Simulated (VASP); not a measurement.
Set up this calculation in VASP 6.6.1, as the native input.

```yaml
Task: electric field gradients
Functional: LDA
Potentials_or_basis: VASP PAW LDA potentials, release 64 (Ti_sv, Ag)
Cutoff: 520 eV
k_mesh: 9 × 9 × 9
Occupations: fermi-dirac, width 0.08 eV
Spin: no spin polarisation
Dipole_correction: no
Further_INCAR_settings: ALGO = Normal; EDIFF = 1e-08; NBANDS = 32
```

The structure of Ti3Ag lies in POSCAR:

```
Ti3Ag
1.0
    4.1588984821      0.0000000000      0.0000000000
    0.0000000000      4.1588984821      0.0000000000
    0.0000000000      0.0000000000      3.9234891341
Ti Ag
3 1
Direct
    0.0000000000      0.5000000000      0.5000000000
    0.5000000000      0.0000000000      0.5000000000
    0.5000000000      0.5000000000      0.0000000000
    0.0000000000      0.0000000000      0.0000000000
```

These files were run (other wordings do the same):

INCAR

```
SYSTEM = Ti3Ag
PREC = Accurate
ENCUT = 520
EDIFF = 1E-8
ISMEAR = -1
SIGMA = 0.08
LREAL = .FALSE.
LASPH = .TRUE.
NELM = 80
ALGO = Normal
ISIF = 2
LWAVE = .FALSE.
LCHARG = .FALSE.
GGA = CA
LEFG = .TRUE.
NBANDS = 32
```

KPOINTS

```
Automatic mesh
0
G
  9 9 9
  0 0 0
```

Potentials or basis: VASP PAW LDA potentials, release 64 (Ti_sv, Ag).

The run is started by

```sh
$ cat potpaw_LDA.64/Ti_sv/POTCAR potpaw_LDA.64/Ag/POTCAR > POTCAR
$ mpirun -np 1 vasp_std > vasp.out
```

Results of the run:

```yaml
Pressure: -7.8 GPa
Band_gap_on_the_k_mesh: zero (an odd number of electrons rules out a gap without spin polarisation)
Largest_electric_field_gradient_by_atom: Ti +2.5, -6.8 (each value once); Ag +2.4 V/Å²
```

Caveat: the cell stands under tension; without QUAD_EFG the Cq values of the log hold for a quadrupole moment of 1 mb, not for the nuclei.

It took 3.6 min on 1 thread of Intel Xeon 8259CL, with other jobs on the host, peak memory 0.26 GiB.
